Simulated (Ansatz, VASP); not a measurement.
# Two plane-wave programs on SiC

INCAR

```
SYSTEM = SiC
PREC = Accurate ; ENCUT = 600
EDIFF = 1E-6 ; ISMEAR = 0
SIGMA = 0.02 ; LREAL = .FALSE.
LASPH = .TRUE. ; NELM = 120
ALGO = Normal ; ISIF = 2
LWAVE = .FALSE. ; LCHARG = .FALSE.
GGA = CA ; NBANDS = 16
GGA_COMPAT = .FALSE.
```

The input KPOINTS:

```
Automatic mesh
0
G
  8 6 10
  0 0 0
```

Contents of POSCAR:

```
SiC
1.0
    3.1503048237      0.0000000000      0.0000000000
    0.0000000000      4.4552037582      0.0000000000
    0.0000000000      0.0000000000      3.0375573564
Si C
2 2
Direct
    0.0000000000      0.0014030253      0.0000000000
    0.5000000000      0.5014030253      0.5000000000
    0.5000000000      0.2485969747      0.0000000000
    1.0000000000      0.7485969747      0.5000000000
```

Input for Ansatz:

```yaml
crystal:
  lattice:
    - [3.1503048237, 0.0, 0.0]
    - [0.0, 4.4552037582, 0.0]
    - [0.0, 0.0, 3.0375573564]
  atoms:
    - { symbol: Si, position: [0.0, 0.0014030253, 0.0] }
    - { symbol: C, position: [0.5, 0.2485969747, 0.0] }
    - { symbol: Si, position: [0.5, 0.5014030253, 0.5] }
    - { symbol: C, position: [1.0, 0.7485969747, 0.5] }
basis:
  ecutwfc: 420
kpoints:
  mp_grid: { grid: [8, 6, 10] }
  band_path:
    path:
      - [[0.0, 0.0, 0.0], [0.0, -1.0, 0.0], [0.0, -1.0, 0.26757447]]
      - [[0.0, 0.0, 0.73242553], [0.0, 0.0, 0.0], [-0.75000001, 0.0, 0.0]]
      - [[-0.24999999, -1.0, 0.0], [0.0, -1.0, 0.0]]
      - [[0.0, 0.0, 0.0], [0.0, -0.5, 0.5], [-0.5, -0.5, 0.5], [-0.5, -0.5, 0.0], [0.0, 0.0, 0.0], [-0.5, 0.0, 0.5], [-0.5, -0.5, 0.5]]
    npoints: 10
hamiltonian:
  xc: lda
  pseudopotentials: { kind: paw, azcp: { folder: soft_1 } }
scf:
  occupations: { method: gaussian, width: 0.02 }
  n_extra_bands: 8
output:
  forces: true
  stress: true
  eigenvalues: true
```

Alike in both runs: task single point; functional LDA; k mesh 8 × 6 × 10; occupations gaussian, width 0.02 eV; no spin polarisation.

```csv
,VASP,Ansatz
version,VASP 6.6.1,Ansatz 0.2.0
potentials or method,"VASP PAW LDA potentials, release 64 (Si, C), cutoff 600 eV","scalar-relativistic, plane waves, PAW"
valence electrons in the cell,16,16
```

|  | VASP | Ansatz | Ansatz less VASP |
| --- | --- | --- | --- |
| gap on the k mesh at the Fermi level (eV) | 1.06 | 1.07 | +0.014 |
| least direct gap on the mesh (eV) | 1.16 | 1.17 | +0.014 |
| pressure (GPa) | -10.0 | -10.3 | -0.21 |

Ansatz warns that its potentials were made for another functional, while VASP's fit it. LDA's correlation is that of Perdew and Zunger in VASP and of Perdew and Wang (1992) in Ansatz.
